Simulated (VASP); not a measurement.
# SiW2 (P6/mmm) in VASP: relaxation of cell and atoms with PBE

Aim: the relaxation of cell and atoms of SiW2 with PBE.

All numbers are computed with VASP 6.6.1; they aren't measurements. Logs are shortened: lines on timing, memory, paths and dates and some standing lists are left out, and cuts for length are marked.

### Step 1. The cell of the first run

Symmetry: P6/mmm, No. 191, hexagonal system. Conventional cell: a = 4.558 Å, b = 4.558 Å, c = 2.626 Å, α = 90.00°, β = 90.00°, γ = 120.00°. Si (site symmetry 6/mmm) has 2 Si at 2.63 Å and 12 W at 2.94 Å within 3.5 Å. Within 3.5 Å of W (site symmetry -6m2) lie 5 W at 2.63 Å and 6 Si at 2.94 Å.

The cell was generated, and may not be a known phase.

### Step 2. Relaxation of cell and atoms, PBE

The input, INCAR:

```
PREC = Accurate
ENCUT = 600
EDIFF = 1E-7
ISMEAR = 0
SIGMA = 0.1
LREAL = F
LASPH = T
NELM = 60
ALGO = Fast
ISIF = 3
LWAVE = F
LCHARG = F
GGA = PE
IBRION = 2
NSW = 100
EDIFFG = -0.01
```

The input, KPOINTS:

```
Automatic mesh
0
Gamma
  12 12 18
```

The input, POSCAR:

```
SiW2
1.0
    4.5578479663      0.0000000000      0.0000000000
   -2.2789239832      3.9472121254      0.0000000000
    0.0000000000      0.0000000000      2.6261202535
Si W
1 2
Direct
    0.0000000000      0.0000000000      0.0000000000
    0.3333333333      0.6666666667      0.5000000000
    0.6666666667      0.3333333333      0.5000000000
```

Potentials or basis: VASP PAW PBE potentials, release 64 (Si, W_sv).

Run with:

```
> cat potpaw_PBE.64/Si/POTCAR potpaw_PBE.64/W_sv/POTCAR > POTCAR
> mpirun -np 1 vasp_std > vasp.out
```

OUTCAR:

```text
PREC = Accurate
   ENCUT = 600
   EDIFF = 1E-7
   ISMEAR = 0
   LREAL = F
   LASPH = T
   NELM = 60
   ISIF = 3
   GGA = PE
   IBRION = 2
   NSW = 100
   EDIFFG = -0.01

 ion  position               nearest neighbor table
   1  0.000  0.000  0.000-   2 2.94   3 2.94   2 2.94   3 2.94   3 2.94   3 2.94   2 2.94   2 2.94
                             3 2.94   3 2.94   2 2.94   2 2.94
   2  0.333  0.667  0.500-   3 2.63   3 2.63   3 2.63   1 2.94   1 2.94   1 2.94   1 2.94   1 2.94
                             1 2.94
   3  0.667  0.333  0.500-   2 2.63   2 2.63   2 2.63   1 2.94   1 2.94   1 2.94   1 2.94   1 2.94
                             1 2.94

  LATTYP: Found a hexagonal cell.
 ALAT       =     4.5578479663
 C/A-ratio  =     0.5761754830

  Lattice vectors:

 A1 = (   4.5578479663,   0.0000000000,   0.0000000000)
 A2 = (  -2.2789239832,   3.9472121254,   0.0000000000)
 A3 = (   0.0000000000,   0.0000000000,   2.6261202535)

Analysis of symmetry for initial positions (statically):
=====================================================================
 Subroutine PRICEL returns:
 Original cell was already a primitive cell.

 Routine SETGRP: Setting up the symmetry group for a
 hexagonal supercell.

 Subroutine GETGRP returns: Found 24 space group operations
 (whereof 24 operations were pure point group operations)
 out of a pool of 24 trial point group operations.

The static configuration has the point symmetry D_6h.

Analysis of symmetry for dynamics (positions and initial velocities):
=====================================================================
 Subroutine PRICEL returns:
 Original cell was already a primitive cell.

 Routine SETGRP: Setting up the symmetry group for a
 hexagonal supercell.

 Subroutine GETGRP returns: Found 24 space group operations
 (whereof 24 operations were pure point group operations)
 out of a pool of 24 trial point group operations.

The dynamic configuration has the point symmetry D_6h.

 Subroutine INISYM returns: Found 24 space group operations
 (whereof 24 operations are pure point group operations),
 and found     1 'primitive' translations

----------------------------------------------------------------------------------------

                                     Primitive cell

  volume of cell :      47.2460

  direct lattice vectors                    reciprocal lattice vectors
     4.557847966  0.000000000  0.000000000     0.219401789  0.126671682  0.000000000
    -2.278923983  3.947212125  0.000000000     0.000000000  0.253343364  0.000000000
     0.000000000  0.000000000  2.626120253     0.000000000  0.000000000  0.380789874

  length of vectors
     4.557847966  4.557847966  2.626120253     0.253343364  0.253343364  0.380789874

  position of ions in fractional coordinates (direct lattice)
     0.000000000  0.000000000  0.000000000
     0.333333333  0.666666667  0.500000000
     0.666666667  0.333333333  0.500000000

  ion indices of the primitive-cell ions
   primitive index   ion index
                 1           1
                 2           2
                 3           3

----------------------------------------------------------------------------------------

 KPOINTS: Automatic mesh

Automatic generation of k-mesh.
 Grid dimensions read from file:
 generate k-points for:   12   12   18

 Generating k-lattice:

  Cartesian coordinates                     Fractional coordinates (reciprocal lattice)
     0.018283482  0.010555974  0.000000000     0.083333333  0.000000000  0.000000000
     0.000000000  0.021111947  0.000000000     0.000000000  0.083333333  0.000000000
     0.000000000  0.000000000  0.021154993     0.000000000  0.000000000  0.055555556

  Length of vectors
     0.021111947  0.021111947  0.021154993

  Shift w.r.t. Gamma in fractional coordinates (k-lattice)
     0.000000000  0.000000000  0.000000000

 Subroutine IBZKPT returns following result:
 ===========================================

 Found    190 irreducible k-points:

 Following reciprocal coordinates:
            Coordinates               Weight
  0.000000  0.000000  0.000000      1.000000
  0.083333  0.000000  0.000000      6.000000
  0.166667 -0.000000  0.000000      6.000000
  0.250000  0.000000  0.000000      6.000000
  0.333333  0.000000  0.000000      6.000000
  0.416667  0.000000  0.000000      6.000000
[... 16 lines left out ...]
  0.250000  0.000000  0.055556     12.000000
  0.333333  0.000000  0.055556     12.000000
 [... further k-points ...]
   k-points           NKPTS =    190   k-points in BZ     NKDIM =    190   number of bands    NBANDS=     20
   number of dos      NEDOS =    301   number of ions     NIONS =      3
   total plane-waves  NPLWV =  31104
   dimension x,y,z NGX =    36 NGY =   36 NGZ =   24
   dimension x,y,z NGXF=    72 NGYF=   72 NGZF=   48
   ions per type =               1   2
   NGX,Y,Z   is equivalent  to a cutoff of  13.13, 13.13, 15.19 a.u.
   NGXF,Y,Z  is equivalent  to a cutoff of  26.26, 26.26, 30.39 a.u.
 SYSTEM =  unknown system
   PREC   = accura    normal or accurate (medium, high low for compatibility)
   ISTART =      0    job   : 0-new  1-cont  2-samecut
   ICHARG =      2    charge: 1-file 2-atom 10-const
   ISPIN  =      1    spin polarized calculation?
   LNONCOLLINEAR =      F non collinear calculations
   LSORBIT =      F    spin-orbit coupling
   LASPH  =      T    aspherical Exc in radial PAW
   ENCUT  =  600.0 eV  44.10 Ry    6.64 a.u.   9.10  9.10  5.25*2*pi/ulx,y,z
   NELM   =     60;   NELMIN=  2; NELMDL= -5     # of ELM steps
   EDIFF  = 0.1E-06   stopping-criterion for ELM
   LREAL  =      F    real-space projection
   EDIFFG = -.1E-01   stopping-criterion for IOM
   NSW    =    100    number of steps for IOM
   IBRION =      2    ionic relax: 0-MD 1-quasi-New 2-CG
   NFREE  =      1    steps in history (QN), initial steepest desc. (CG)
   ISIF   =      3    stress and relaxation
   ISYM   =      2    0-nonsym 1-usesym 2-fastsym
   POTIM  = 0.5000    time-step for ionic-motion
   TEBEG  =    0.0;   TEEND  =   0.0 temperature during run
   PSTRESS=    0.0 pullay stress
   NELECT =      32.0000    total number of electrons
   NUPDOWN=      -1.0000    fix difference up-down
   EMIN   =  10.00;   EMAX   =-10.00  energy-range for DOS
   EFERMI =   0.00;   METHOD = LEGACY
   ISMEAR =     0;   SIGMA  =   0.10  broadening in eV -4-tet -1-fermi 0-gaus
   EFERMI_NEDOS =   21; number of points for ismear=-14 and -15
   IALGO  =     68    algorithm
   IMIX   =      4    mixing-type and parameters
     AMIX     =   0.40;   BMIX     =  1.00
     AMIX_MAG =   1.60;   BMIX_MAG =  1.00
  volume/ion in A,a.u.               =      15.75       106.28
  Fermi-wavevector in a.u.,A,eV,Ry     =   1.437705  2.716869 28.123193  2.066996
  Thomas-Fermi vector in A             =   2.556753
   LORBIT       =      0    0 simple, 1 ext, 2 COOP (PROOUT), +10 PAW based schemes
   GGA     = PE    functional components
   LHFCALC =     F    Hartree Fock is set to
   AEXX    =    0.0000 exact exchange contribution
   IVDW    =     0    specifies the selected vdW correction
   LEPSILON=     F    determine dielectric tensor
   LRPA    =     F    only Hartree local field effects (RPA)
 conjugate gradient relaxation of ions
 non-spin polarized calculation
 RMM-DIIS sequential band-by-band and
 Gauss-broadening in eV      SIGMA  =   0.10
  energy-cutoff  :      600.00
  volume of cell :       47.25
 maximum number of plane-waves:      1598
   NGX = 19   NGY = 19   NGZ = 11

--------------------------------------- Ionic step        1  -------------------------------------------

 number of electron      31.9999998 magnetization

 Free energy of the ion-electron system (eV)
  ---------------------------------------------------
  ext. energy  EPLUGINS =         0.00000000
  ---------------------------------------------------
  free energy    TOTEN  =       -28.99139062 eV

  energy without entropy =      -28.97471516  energy(sigma->0) =      -28.98305289

------------------------ aborting loop because EDIFF is reached ----------------------------------------

  FORCE on cell =-STRESS in cart. coord.  units (eV):
  Direction    XX          YY          ZZ          XY          YZ          ZX
  --------------------------------------------------------------------------------------
  -------------------------------------------------------------------------------------
  Total        0.2554068      0.2554068      0.8664487     -0.0000000     -0.0000000      0.0000000
  in kB        8.6612022      8.6612022     29.3824840     -0.0000000     -0.0000000      0.0000000
  external PRESSURE =      15.5682961 kB  Pullay stress =       0.0000000 kB

 VOLUME and BASIS-vectors are now :
 -----------------------------------------------------------------------------
  energy-cutoff  :      600.00
  volume of cell :       47.25
      direct lattice vectors                 reciprocal lattice vectors
     4.557847966  0.000000000  0.000000000     0.219401789  0.126671682  0.000000000
    -2.278923983  3.947212125  0.000000000     0.000000000  0.253343364  0.000000000
     0.000000000  0.000000000  2.626120253     0.000000000  0.000000000  0.380789874
[... 112 lines left out ...]
 POSITION                                       TOTAL-FORCE (eV/Angst)
 -----------------------------------------------------------------------------------
      4.55424      0.00000      2.64876         0.000000      0.000000      0.000000
     -0.00000      2.62939      1.32438        -0.000000     -0.000000      0.000000
      2.27712      1.31470      1.32438        -0.000000      0.000000     -0.000000
 -----------------------------------------------------------------------------------
    total drift:                                0.000000      0.000000     -0.000000

  FREE ENERGIE OF THE ION-ELECTRON SYSTEM (eV)
  ---------------------------------------------------
  free  energy   TOTEN  =       -28.9947789474 eV

  energy  without entropy=      -28.9781536719  energy(sigma->0) =      -28.98646631

--------------------------------------- Ionic step        5  -------------------------------------------

 number of electron      32.0000000 magnetization

 Free energy of the ion-electron system (eV)
  ---------------------------------------------------
  ext. energy  EPLUGINS =         0.00000000
  ---------------------------------------------------
  free energy    TOTEN  =       -28.99479393 eV

  energy without entropy =      -28.97814883  energy(sigma->0) =      -28.98647138

 E-fermi :  10.9096     XC(G=0): -12.6680

 val. band max:       10.9054920720   @ k =   0.0833   0.0000   0.1667
 cond. band min:      10.9175043811   @ k =   0.3333   0.0833   0.1111
 fundamental gap:      0.0120123091
 Fermi energy:        10.9096414218

 k-point     1 :       0.0000    0.0000    0.0000
  band No.  band energies     occupation
      1     -63.1921      2.00000
      2     -63.0449      2.00000
      3     -27.8035      2.00000
      4     -27.8035      2.00000
      5     -26.9654      2.00000
      6     -26.9555      2.00000
[... 12 lines left out ...]
     19      14.4138      0.00000
     20      14.4138      0.00000
[... 507 lines left out ...]
 k-point    24 :       0.3333    0.0000    0.0556
  band No.  band energies     occupation
      1     -63.1585      2.00000
      2     -63.0736      2.00000
      3     -27.8551      2.00000
      4     -27.6648      2.00000
      5     -27.0966      2.00000
      6     -26.9677      2.00000
[... 12 lines left out ...]
     19      12.9458      0.00000
     20      13.7633      0.00000

 [... further k-points ...]

------------------------ aborting loop because EDIFF is reached ----------------------------------------

  FORCE on cell =-STRESS in cart. coord.  units (eV):
  Direction    XX          YY          ZZ          XY          YZ          ZX
  --------------------------------------------------------------------------------------
  -------------------------------------------------------------------------------------
  Total        0.0002137      0.0002137      0.0014124     -0.0000000      0.0000000      0.0000000
  in kB        0.0071947      0.0071947      0.0475505     -0.0000000      0.0000000      0.0000000
  external PRESSURE =       0.0206466 kB  Pullay stress =       0.0000000 kB

 VOLUME and BASIS-vectors are now :
 -----------------------------------------------------------------------------
  energy-cutoff  :      600.00
  volume of cell :       47.59
      direct lattice vectors                 reciprocal lattice vectors
     4.555767836  0.000000000  0.000000000     0.219501967  0.126729520 -0.000000000
    -2.277883918  3.945410680 -0.000000000    -0.000000000  0.253459039  0.000000000
     0.000000000 -0.000000000  2.647688508    -0.000000000  0.000000000  0.377687933

 POSITION                                       TOTAL-FORCE (eV/Angst)
 -----------------------------------------------------------------------------------
     -0.00000      0.00000     -0.00000        -0.000000      0.000000     -0.000000
     -0.00000      2.63027      1.32384        -0.000000     -0.000000      0.000000
      2.27788      1.31514      1.32384         0.000000      0.000000     -0.000000
 -----------------------------------------------------------------------------------
    total drift:                                0.000000      0.000000     -0.000000

  FREE ENERGIE OF THE ION-ELECTRON SYSTEM (eV)
  ---------------------------------------------------
  free  energy   TOTEN  =       -28.9947939258 eV

  energy  without entropy=      -28.9781488254  energy(sigma->0) =      -28.98647138

 reached required accuracy - stopping structural energy minimisation
```

Wall time 12 min (1 thread of Oxide Virtual Turin-like, shared host); peak memory 0.3 GiB.

Results:

* Free energy: -28.9948 eV
* Relaxed volume: 15.86 Å³/atom
* Relaxed cell: a = 4.556 Å, b = 4.556 Å, c = 2.648 Å, α = 90.00°, β = 90.00°, γ = 120.00°
* Space group after relaxing (to 0.1 Å): P6/mmm (No. 191)
* Energy gained by relaxing: 1.1 meV/atom
* Ionic steps: 5
* Pressure after relaxing: 0.0 GPa
* Band gap on the k mesh: zero (bands 16 and 17 overlap by 2.27 eV)

The path:
```
step  energy change (eV)  largest force (eV/Å)  pressure (GPa)  volume (Å³)
   1              0.0000                0.0000            1.56        47.25
   2              0.0032                0.0000           -2.94        48.30
   3             -0.0028                0.0000           -0.32        47.67
   4             -0.0034                0.0000            0.06        47.58
   5             -0.0034                0.0000            0.00        47.59
```

Final structure:
```
CELL_PARAMETERS angstrom
4.55577 0.00000 0.00000
-2.27788 3.94541 0.00000
0.00000 0.00000 2.64769
ATOMIC_POSITIONS crystal
Si 0.00000 0.00000 0.00000
W 0.33333 0.66667 0.50000
W 0.66667 0.33333 0.50000
```

Levels at points of the mesh, in eV from the Fermi level:
```
           k point  band 12  band 13  band 14  band 15  band 16  band 17  band 18  band 19  band 20
(0.00, 0.00, 0.00)    -5.07    -3.57    -1.66    -1.66    -0.90     1.47     1.47     3.50     3.50
(0.50, 0.00, 0.00)    -4.53    -3.67    -3.12    -2.01     0.85     1.08     1.39     2.02     3.13
(0.00, 0.00, 0.50)    -4.64    -2.89    -2.89    -1.52    -1.52    -0.07    -0.07     1.33     4.70
(0.50, 0.00, 0.50)    -3.91    -3.15    -2.10    -2.07    -0.24    -0.24     1.90     2.70     3.68
```

Caveat: spin-orbit coupling is left out, which moves the levels of the heavy elements.
